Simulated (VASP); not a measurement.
# TiSi (Cmmm) in VASP: a series of runs

Runs on TiSi. Level: r2SCAN. Tasks: single point.

Everything below comes from runs of VASP 6.6.1. Logs are shortened: lines on timing, memory, paths and dates and some standing lists are left out, and cuts for length are marked.

## (1) The cell of the first run

It takes space group Cmmm (No. 65, orthorhombic). The conventional cell has a = 3.632 Å, b = 4.235 Å, c = 3.690 Å, α = 90.00°, β = 90.00°, γ = 90.00°. Ti (site symmetry mmm) has 8 Si at 2.59 to 2.81 Å and 4 Ti at 2.79 Å within 3.4 Å. Within 3.4 Å of Si (site symmetry mmm) lie 8 Ti at 2.59 to 2.81 Å and 4 Si at 2.79 Å.

## (2) Single point, r2SCAN (strain +0.000 along x and y, -0.030 along z)

POSCAR

```
TiSi
1.0
    1.8161780000     -2.1176240000      0.0000000000
    1.8161780000      2.1176240000      0.0000000000
    0.0000000000      0.0000000000      3.6898159800
Ti Si
1 1
Direct
    0.5000000000      0.5000000000      0.0000000000
    0.0000000000      0.0000000000      0.5000000000
```

INCAR.step1

```
SYSTEM = TiSi
ALGO = Normal
EDIFF = 1E-4
ENCUT = 520
GGA = PE
ISMEAR = 0
LASPH = .TRUE.
LCHARG = .FALSE.
LREAL = .FALSE.
LWAVE = .TRUE.
NBANDS = 15
NELM = 80
PREC = Accurate
SIGMA = 0.15
```

INCAR.step2

```
SYSTEM = TiSi
ALGO = Normal
EDIFF = 1E-6
ENCUT = 520
ISIF = 2
ISMEAR = 0
ISTART = 1
LASPH = .TRUE.
LCHARG = .FALSE.
LMIXTAU = .TRUE.
LREAL = .FALSE.
LWAVE = .FALSE.
METAGGA = R2SCAN
NBANDS = 15
NELM = 80
PREC = Accurate
SIGMA = 0.15
```

KPOINTS

```
k-points
0
G
  18 18 12
  0 0 0
```

Potentials or basis: VASP PAW PBE potentials, release 64 (Ti_sv, Si).

Launch:

```sh
$ cat potpaw_PBE.64/Ti_sv/POTCAR potpaw_PBE.64/Si/POTCAR > POTCAR
$ cp INCAR.step1 INCAR
$ mpirun -np 1 vasp_std > vasp.out
$ cp INCAR.step2 INCAR
$ mpirun -np 1 vasp_std > vasp.out
```

OUTCAR:

```text
SYSTEM = TiSi
   EDIFF = 1E-6
   ENCUT = 520
   ISIF = 2
   ISMEAR = 0
   ISTART = 1
   LASPH = .TRUE.
   LREAL = .FALSE.
   METAGGA = R2SCAN
   NELM = 80
   PREC = Accurate

 ion  position               nearest neighbor table
   1  0.500  0.500  0.000-   2 2.59   2 2.59   2 2.59   2 2.59   2 2.81   2 2.81   2 2.81   2 2.81

   2  0.000  0.000  0.500-   1 2.59   1 2.59   1 2.59   1 2.59   1 2.81   1 2.81   1 2.81   1 2.81

  LATTYP: Found a base centered orthorhombic cell.
 ALAT       =     3.6323560000
 B/A-ratio  =     1.1659782246
 C/A-ratio  =     1.0158189285

  Lattice vectors:

 A1 = (   1.8161780000,  -2.1176240000,   0.0000000000)
 A2 = (   1.8161780000,   2.1176240000,   0.0000000000)
 A3 = (   0.0000000000,   0.0000000000,   3.6898159800)

Analysis of symmetry for initial positions (statically):
=====================================================================
 Subroutine PRICEL returns:
 Original cell was already a primitive cell.

 Routine SETGRP: Setting up the symmetry group for a
 base centered orthorhombic supercell.

 Subroutine GETGRP returns: Found  8 space group operations
 (whereof  8 operations were pure point group operations)
 out of a pool of  8 trial point group operations.

The static configuration has the point symmetry D_2h.

Analysis of symmetry for dynamics (positions and initial velocities):
=====================================================================
 Subroutine PRICEL returns:
 Original cell was already a primitive cell.

 Routine SETGRP: Setting up the symmetry group for a
 base centered orthorhombic supercell.

 Subroutine GETGRP returns: Found  8 space group operations
 (whereof  8 operations were pure point group operations)
 out of a pool of  8 trial point group operations.

The dynamic configuration has the point symmetry D_2h.

 Subroutine INISYM returns: Found  8 space group operations
 (whereof  8 operations are pure point group operations),
 and found     1 'primitive' translations

----------------------------------------------------------------------------------------

                                     Primitive cell

  volume of cell :      28.3819

  direct lattice vectors                    reciprocal lattice vectors
     1.816178000 -2.117624000  0.000000000     0.275303412 -0.236113682  0.000000000
     1.816178000  2.117624000  0.000000000     0.275303412  0.236113682  0.000000000
     0.000000000  0.000000000  3.689815980     0.000000000  0.000000000  0.271016226

  length of vectors
     2.789773097  2.789773097  3.689815980     0.362686696  0.362686696  0.271016226

  position of ions in fractional coordinates (direct lattice)
     0.500000000  0.500000000  0.000000000
     0.000000000  0.000000000  0.500000000

  ion indices of the primitive-cell ions
   primitive index   ion index
                 1           1
                 2           2

----------------------------------------------------------------------------------------

 KPOINTS: k-points

Automatic generation of k-mesh.
 Grid dimensions read from file:
 generate k-points for:   18   18   12

 Generating k-lattice:

  Cartesian coordinates                     Fractional coordinates (reciprocal lattice)
     0.015294634 -0.013117427  0.000000000     0.055555556  0.000000000  0.000000000
     0.015294634  0.013117427  0.000000000     0.000000000  0.055555556  0.000000000
     0.000000000  0.000000000  0.022584685     0.000000000  0.000000000  0.083333333

  Length of vectors
     0.020149261  0.020149261  0.022584685

  Shift w.r.t. Gamma in fractional coordinates (k-lattice)
     0.000000000  0.000000000  0.000000000

 Subroutine IBZKPT returns following result:
 ===========================================

 Found    637 irreducible k-points:

 Following reciprocal coordinates:
            Coordinates               Weight
  0.000000  0.000000  0.000000      1.000000
  0.055556 -0.000000  0.000000      4.000000
  0.111111 -0.000000  0.000000      4.000000
  0.166667 -0.000000  0.000000      4.000000
  0.222222 -0.000000  0.000000      4.000000
  0.277778 -0.000000  0.000000      4.000000
[... 16 lines left out ...]
 -0.277778  0.055556  0.000000      4.000000
 -0.222222  0.055556  0.000000      4.000000
 [... further k-points ...]
   k-points           NKPTS =    637   k-points in BZ     NKDIM =    637   number of bands    NBANDS=     15
   number of dos      NEDOS =    301   number of ions     NIONS =      2
   total plane-waves  NPLWV =  16128
   dimension x,y,z NGX =    24 NGY =   24 NGZ =   28
   dimension x,y,z NGXF=    48 NGYF=   48 NGZF=   56
   ions per type =               1   1
   NGX,Y,Z   is equivalent  to a cutoff of  14.30, 14.30, 12.62 a.u.
   NGXF,Y,Z  is equivalent  to a cutoff of  28.60, 28.60, 25.23 a.u.
 SYSTEM =  TiSi
   PREC   = accura    normal or accurate (medium, high low for compatibility)
   ISTART =      1    job   : 0-new  1-cont  2-samecut
   ICHARG =      0    charge: 1-file 2-atom 10-const
   ISPIN  =      1    spin polarized calculation?
   LNONCOLLINEAR =      F non collinear calculations
   LSORBIT =      F    spin-orbit coupling
   LASPH  =      T    aspherical Exc in radial PAW
   ENCUT  =  520.0 eV  38.22 Ry    6.18 a.u.   5.19  5.19  6.86*2*pi/ulx,y,z
   NELM   =     80;   NELMIN=  2; NELMDL=  0     # of ELM steps
   EDIFF  = 0.1E-05   stopping-criterion for ELM
   LREAL  =      F    real-space projection
   EDIFFG = 0.1E-04   stopping-criterion for IOM
   NSW    =      0    number of steps for IOM
   IBRION =     -1    ionic relax: 0-MD 1-quasi-New 2-CG
   NFREE  =      0    steps in history (QN), initial steepest desc. (CG)
   ISIF   =      2    stress and relaxation
   ISYM   =      2    0-nonsym 1-usesym 2-fastsym
   POTIM  = 0.5000    time-step for ionic-motion
   TEBEG  =    0.0;   TEEND  =   0.0 temperature during run
   PSTRESS=    0.0 pullay stress
   NELECT =      16.0000    total number of electrons
   NUPDOWN=      -1.0000    fix difference up-down
   EMIN   =  10.00;   EMAX   =-10.00  energy-range for DOS
   EFERMI =   0.00;   METHOD = LEGACY
   ISMEAR =     0;   SIGMA  =   0.15  broadening in eV -4-tet -1-fermi 0-gaus
   EFERMI_NEDOS =   21; number of points for ismear=-14 and -15
   IALGO  =     38    algorithm
   IMIX   =      4    mixing-type and parameters
     AMIX     =   0.40;   BMIX     =  1.00
     AMIX_MAG =   1.60;   BMIX_MAG =  1.00
  volume/ion in A,a.u.               =      14.19        95.77
  Fermi-wavevector in a.u.,A,eV,Ry     =   1.352387  2.555640 24.884366  1.828949
  Thomas-Fermi vector in A             =   2.479730
   LORBIT       =      0    0 simple, 1 ext, 2 COOP (PROOUT), +10 PAW based schemes
   METAGGA = R2SCAN    functional components
   LHFCALC =     F    Hartree Fock is set to
   AEXX    =    0.0000 exact exchange contribution
   IVDW    =     0    specifies the selected vdW correction
   LEPSILON=     F    determine dielectric tensor
   LRPA    =     F    only Hartree local field effects (RPA)
 non-spin polarized calculation
 Gauss-broadening in eV      SIGMA  =   0.15
  energy-cutoff  :      520.00
  volume of cell :       28.38
 maximum number of plane-waves:       779
 NGX is ok and might be reduce to    24
   NGX = 11   NGY = 11   NGZ = 13

 number of electron      16.0000000 magnetization

 Free energy of the ion-electron system (eV)
  ---------------------------------------------------
  ext. energy  EPLUGINS =         0.00000000
  ---------------------------------------------------
  free energy    TOTEN  =       -22.76717177 eV

  energy without entropy =      -22.75474437  energy(sigma->0) =      -22.76095807

 E-fermi :  10.5343     XC(G=0): -12.7459

 val. band max:       10.5338911375   @ k =   0.4444   0.2222   0.3333
 cond. band min:      10.5345602513   @ k =   0.2778   0.2222   0.3333
 fundamental gap:      0.0006691138
 Fermi energy:        10.5343243144

 k-point     1 :       0.0000    0.0000    0.0000
  band No.  band energies     occupation
      1     -48.4500      2.00000
      2     -23.8284      2.00000
      3     -23.3996      2.00000
      4     -23.2927      2.00000
      5      -2.0252      2.00000
      6       8.0048      2.00000
      7       9.0095      2.00000
      8       9.1835      2.00000
      9      12.3236      0.00000
     10      13.1835      0.00000
     11      13.7721      0.00000
     12      15.8894      0.00000
     13      16.7404      0.00000
     14      17.9056      0.00000
     15      19.4702      0.00000

 k-point     2 :       0.0556   -0.0000    0.0000
  band No.  band energies     occupation
      1     -48.4478      2.00000
      2     -23.8261      2.00000
      3     -23.4085      2.00000
      4     -23.3012      2.00000
      5      -1.9590      2.00000
      6       8.0527      2.00000
      7       8.9523      2.00000
      8       9.1797      2.00000
      9      12.3960      0.00000
     10      13.1968      0.00000
     11      13.6786      0.00000
     12      15.5576      0.00000
     13      16.6167      0.00000
     14      17.9025      0.00000
     15      19.9149      0.00000

 k-point     3 :       0.1111   -0.0000    0.0000
  band No.  band energies     occupation
      1     -48.4414      2.00000
      2     -23.8195      2.00000
      3     -23.4429      2.00000
      4     -23.3164      2.00000
      5      -1.7617      2.00000
      6       8.1824      2.00000
      7       8.7971      2.00000
      8       9.1391      2.00000
      9      12.5852      0.00000
     10      13.2520      0.00000
     11      13.4466      0.00000
     12      14.6405      0.00000
     13      16.7569      0.00000
     14      17.8685      0.00000
     15      20.6387      0.00000

 k-point     4 :       0.1667   -0.0000    0.0000
  band No.  band energies     occupation
      1     -48.4315      2.00000
      2     -23.8094      2.00000
      3     -23.5110      2.00000
      4     -23.3236      2.00000
      5      -1.4365      2.00000
      6       8.3246      2.00000
      7       8.5801      2.00000
      8       8.9954      2.00000
      9      12.8024      0.00000
     10      13.1741      0.00000
     11      13.4107      0.00000
     12      13.7540      0.00000
     13      17.0690      0.00000
     14      17.7871      0.00000
     15      21.1894      0.00000
[... 307 lines left out ...]
 k-point    22 :      -0.3333    0.0556    0.0000
  band No.  band energies     occupation
      1     -48.3923      2.00000
      2     -23.7905      2.00000
      3     -23.7697      2.00000
      4     -23.3289      2.00000
      5       0.1919      2.00000
      6       6.5328      2.00000
      7       7.9978      2.00000
      8       9.4571      2.00000
      9      12.0991      0.00000
     10      12.8391      0.00000
     11      13.6629      0.00000
     12      14.8683      0.00000
     13      17.1203      0.00000
     14      18.9754      0.00000
     15      20.6791      0.00000

 k-point    23 :      -0.2778    0.0556    0.0000
  band No.  band energies     occupation
      1     -48.4046      2.00000
      2     -23.7823      2.00000
      3     -23.6958      2.00000
      4     -23.3341      2.00000
      5      -0.4612      2.00000
      6       7.5390      2.00000
      7       8.2173      2.00000
      8       9.2214      2.00000
      9      12.3254      0.00000
     10      12.7110      0.00000
     11      13.2824      0.00000
     12      14.3699      0.00000
     13      17.4491      0.00000
     14      18.3759      0.00000
     15      21.6507      0.00000

 k-point    24 :      -0.2222    0.0556    0.0000
  band No.  band energies     occupation
      1     -48.4176      2.00000
      2     -23.7955      2.00000
      3     -23.5957      2.00000
      4     -23.3388      2.00000
      5      -1.0059      2.00000
      6       8.2533      2.00000
      7       8.4580      2.00000
      8       9.0502      2.00000
      9      12.5392      0.00000
     10      12.5505      0.00000
     11      13.3288      0.00000
     12      13.9917      0.00000
     13      17.6657      0.00000
     14      17.7956      0.00000
     15      21.5406      0.00000

 [... further k-points ...]
[... 5 lines left out ...]
  --------------------------------------------------------------------------------------
  -------------------------------------------------------------------------------------
  Total        0.4282471      0.2142352      1.3065999      0.0000000      0.0000000      0.0000000
  in kB       24.1748074     12.0937044     73.7583605      0.0000000      0.0000000      0.0000000
  external PRESSURE =      36.6756241 kB  Pullay stress =       0.0000000 kB

 VOLUME and BASIS-vectors are now :
 -----------------------------------------------------------------------------
  energy-cutoff  :      520.00
  volume of cell :       28.38
      direct lattice vectors                 reciprocal lattice vectors
     1.816178000 -2.117624000  0.000000000     0.275303412 -0.236113682  0.000000000
     1.816178000  2.117624000  0.000000000     0.275303412  0.236113682  0.000000000
     0.000000000  0.000000000  3.689815980     0.000000000  0.000000000  0.271016226

 POSITION                                       TOTAL-FORCE (eV/Angst)
 -----------------------------------------------------------------------------------
      1.81618      0.00000      0.00000         0.000000      0.000000      0.000000
      0.00000      0.00000      1.84491        -0.000000     -0.000000      0.000000
 -----------------------------------------------------------------------------------
    total drift:                               -0.000000     -0.000000     -0.000000

  FREE ENERGIE OF THE ION-ELECTRON SYSTEM (eV)
  ---------------------------------------------------
  free  energy   TOTEN  =       -22.7671717715 eV

  energy  without entropy=      -22.7547443657  energy(sigma->0) =      -22.76095807
```

It took 18 min on 1 thread of Oxide Virtual Turin-like, shared host; peak memory 0.34 GiB.

What came out:

```
Free energy            : -22.7672 eV
Pressure               : 3.7 GPa
Band gap on the k mesh : zero (band 8 reaches 11.33 eV, above the bottom of band 9 at 9.67 eV)
```

Levels at points of the mesh, in eV from the Fermi level:
```csv
k point,band 4,band 5,band 6,band 7,band 8,band 9,band 10,band 11,band 12,band 13
"(0.00, 0.00, 0.00)",-33.83,-12.56,-2.53,-1.52,-1.35,1.79,2.65,3.24,5.36,6.21
"(0.50, 0.00, 0.00)",-33.84,-8.20,-6.91,-2.93,-0.92,1.89,2.60,4.53,5.21,5.89
"(0.50, 0.50, 0.00)",-34.22,-6.31,-4.21,-1.84,-1.40,-0.74,-0.30,3.47,3.61,4.31
"(0.00, 0.00, 0.50)",-33.82,-10.98,-6.99,-0.95,0.51,0.98,1.84,3.36,7.11,8.66
"(0.50, 0.00, 0.50)",-33.84,-8.44,-5.21,-3.01,-1.89,1.78,1.97,2.14,3.95,6.15
"(0.50, 0.50, 0.50)",-34.26,-5.33,-4.18,-3.82,-3.14,2.54,2.59,2.75,4.32,4.75
```

Caveat: the cell differs from its parent crystal (strain +0.000 along x and y, -0.030 along z); the PAW data sets were made with another functional, which shifts forces and pressure a little.

(Part 1 of 2 ends here.)
